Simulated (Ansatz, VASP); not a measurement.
# Two plane-wave programs on GaAs

```
CELL_PARAMETERS angstrom
0.00000 2.87296 2.87296
2.87296 0.00000 2.87296
2.87296 2.87296 0.00000
ATOMIC_POSITIONS crystal
Ga 0.00000 0.00000 0.00000
As 0.25000 0.25000 0.25000
```

Alike in both runs: functional PBE; k mesh 10 × 10 × 10; occupations gaussian, width 0.01 eV; no spin polarisation.

Ansatz relaxed the structure, and its values are those at the end. VASP's run is a single point on that final structure, the one shown.

```csv
,VASP,Ansatz
version,VASP 6.6.1,Ansatz 0.2.0
potentials or method,"VASP PAW PBE potentials, release 64 (Ga_d, As), cutoff 500 eV","scalar-relativistic, plane waves, PAW"
valence electrons in the cell,18,28
```

Ansatz gave:

| Quantity | Value |
| --- | --- |
| gap on the k mesh at the Fermi level (eV) | 0.16 |
| least direct gap on the mesh (eV) | 0.16 |
| pressure (GPa) | 0.0 |

**Question.** Which values does VASP return?

**Answer.** gap on the k mesh at the Fermi level (eV): 0.16; least direct gap on the mesh (eV): 0.16; pressure (GPa): 0.1.

VASP's potentials hold 18 valence electrons a cell and Ansatz's 28, so a difference there can come from the potentials and not from the codes.
